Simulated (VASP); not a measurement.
A run of VASP 6.6.1 is set up as follows.

The input INCAR:

```
SYSTEM = MgSn2N2
PREC     = Accurate       ! precision mode
ENCUT    = 520            ! plane-wave cutoff, eV
EDIFF    = 1E-7           ! SCF threshold, eV
ISMEAR   = 0              ! smearing method
SIGMA    = 0.1            ! smearing width, eV
LREAL    = .FALSE.        ! projectors in reciprocal space
LASPH    = .TRUE.         ! aspherical terms in the spheres
NELM     = 80             ! most SCF steps
ALGO     = Normal         ! electronic algorithm
ISIF     = 2              ! what is computed and relaxed
LWAVE    = .FALSE.        ! write WAVECAR
LCHARG   = .TRUE.         ! write CHGCAR
GGA      = PE             ! functional
LELF     = .TRUE.         ! ELF
LVHAR    = .TRUE.       
NBANDS   = 28             ! bands
```

The input KPOINTS:

```
regular mesh
0
G
  12 12 6
  0 0 0
```

File POSCAR:

```
MgSn2N2
1.0
    3.5828338053      0.0000000000      0.0000000000
   -1.7914169026      3.1028250929      0.0000000000
    0.0000000000      0.0000000000      8.1731232386
Mg Sn N
1 2 2
Direct
    0.0000000000      0.0000000000      0.0000000000
    0.6666666667      0.3333333333      0.6822865723
    0.3333333333      0.6666666667      0.3177134277
    0.6666666667      0.3333333333      0.3889751217
    0.3333333333      0.6666666667      0.6110248783
```

Potentials or basis: VASP PAW PBE potentials, release 64 (Mg, Sn_d, N).

Run with:

```bash
$ cat potpaw_PBE.64/Mg/POTCAR potpaw_PBE.64/Sn_d/POTCAR potpaw_PBE.64/N/POTCAR > POTCAR
$ mpirun -np 1 vasp_std > vasp.out
```

Problem. Estimate the pressure.

Solution. 0.0 GPa.

Problem. Estimate the largest force.

Solution. 0.021 eV/Å.

Problem. What does it give for the band gap on the k mesh?

Solution. Zero (bands 20 and 21 overlap by 0.55 eV).

Forces in eV/Å, atoms in the order of the input:
```
Mg   0.000  0.000  0.000
Sn   0.000  0.000  0.021
Sn   0.000  0.000 -0.021
N    0.000  0.000  0.010
N    0.000  0.000 -0.010
```

Caveat: spin-orbit coupling is left out, which moves the levels of the heavy elements.
